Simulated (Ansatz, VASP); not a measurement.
**One calculation of AlN, two programs**

Contents of INCAR:

```
  PREC = Accurate
  ENCUT = 520
  EDIFF = 1E-6
  ISMEAR = 0
  SIGMA = 0.05
  LREAL = F
  LASPH = T
  NELM = 60
  ALGO = Normal
  ISIF = 2
  LWAVE = F
  LCHARG = F
  GGA = PS
  NBANDS = 26
```

KPOINTS

```
Automatic mesh
0
Gamma
  6 6 6
```

The input POSCAR:

```
AlN
1.0
    4.3771405283      0.0000000000      0.0000000000
    0.0000000000     -4.3771405283      0.0000000000
    0.0000000000      0.0000000000     -4.3771405283
Al N
4 4
Direct
   -0.1017735824     -0.0575718322     -0.1017735824
    0.5000000000      0.5000000000      0.0000000000
    0.5000000000      0.0000000000      0.5000000000
    0.0000000000      0.5000000000      0.5000000000
    0.7500000000      0.7500000000      0.7500000000
    0.2500000000      0.2500000000      0.7500000000
    0.2500000000      0.7500000000      0.2500000000
    0.7500000000      0.2500000000      0.2500000000
```

Input for Ansatz:

```yaml
crystal:
  lattice:
    - [4.3771405283, 0.0, 0.0]
    - [0.0, -4.3771405283, 0.0]
    - [0.0, 0.0, -4.3771405283]
  atoms:
    - { symbol: Al, position: [-0.1017735824, -0.0575718322, -0.1017735824] }
    - { symbol: Al, position: [0.5, 0.5, 0.0] }
    - { symbol: Al, position: [0.5, 0.0, 0.5] }
    - { symbol: Al, position: [0.0, 0.5, 0.5] }
    - { symbol: "N", position: [0.75, 0.75, 0.75] }
    - { symbol: "N", position: [0.25, 0.25, 0.75] }
    - { symbol: "N", position: [0.25, 0.75, 0.25] }
    - { symbol: "N", position: [0.75, 0.25, 0.25] }
basis:
  ecutwfc: 420
kpoints:
  mp_grid: { grid: [6, 6, 6] }
hamiltonian:
  xc: pbesol
  pseudopotentials: { kind: paw, azcp: { folder: soft_1 } }
scf:
  occupations: { method: gaussian, width: 0.05 }
output:
  forces: true
  stress: true
  eigenvalues: true
```

Alike in both runs: task single point; functional PBEsol; k mesh 6 × 6 × 6; occupations gaussian, width 0.05 eV; no spin polarisation.

|  | VASP | Ansatz |
| --- | --- | --- |
| version | VASP 6.6.1 | Ansatz 0.2.0 |
| potentials or method | VASP PAW PBE potentials, release 64 (Al, N), cutoff 520 eV | scalar-relativistic, plane waves, PAW |
| valence electrons in the cell | 32 | 32 |

VASP gave:

| Item | Value |
| --- | --- |
| gap on the k mesh at the Fermi level (eV) | 1.06 |
| least direct gap on the mesh (eV) | 1.23 |
| rms of the force components (eV/Å) | 14.784 |

Problem. What did Ansatz give for the same quantities?

Solution. gap on the k mesh at the Fermi level (eV): 1.07; least direct gap on the mesh (eV): 1.24; rms of the force components (eV/Å): 15.309.

VASP's potentials were made for PBE, not for PBEsol, and Ansatz warns of the same on its side. Atom by atom the forces differ by 0.527 eV/Å (rms over components).
